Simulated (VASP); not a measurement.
Runs of VASP 6.6.1 on SnH5. The structure is that of space group I4/mmm (No. 139), or close to it. The cells are those of the table. 

```tsv
task	cell	k mesh	cutoff (eV)	gap on the mesh (eV)	pressure (GPa)	relaxed volume (Å³/atom)	largest force (eV/Å)
single point	a = 4.142 Å, angles 122.5, 122.5, 85.8°, 6 atoms	14 × 14 × 14	520	none	(b)	-	-
relaxation of cell and atoms	relaxed from a = 4.122 Å, angles 121.5, 121.5, 87.5°, 6 atoms	14 × 14 × 14	600	none	0.0	8.10	-
single point	a = 4.122 Å, angles 121.5, 121.5, 87.5°, 6 atoms	6 × 6 × 6	520	none	(a)	-	0.02
relaxation of cell and atoms	relaxed from a = 4.492 Å, angles 112.3, 112.3, 104.0°, 6 atoms	6 × 6 × 6	600	none	0.0	8.03	0.02
single point	a = 4.492 Å, angles 112.3, 112.3, 104.0°, 6 atoms	6 × 6 × 6	520	none	4.8	-	6.75
```

Alike in all rows: level PBE; potentials or basis VASP PAW PBE potentials, release 64 (Sn_d, H); no spin polarisation; smearing gaussian 0.1 eV.

Task: Fill in the values left out.

Result: (a) -0.4; (b) -0.2.

Caveats: some runs use coarse meshes; spin-orbit coupling is left out, which moves the levels of the heavy elements; the volume moved by over 15 % at a fixed basis, so the end points are rough (some runs); forces of over 1 eV/Å act on the atoms, so gaps and moduli don't describe the material at rest (some runs).

A k mesh can miss the band edges, and the runs leave out spin-orbit coupling on Sn.

A gap of «none» marks levels without a gap at the run's occupations.
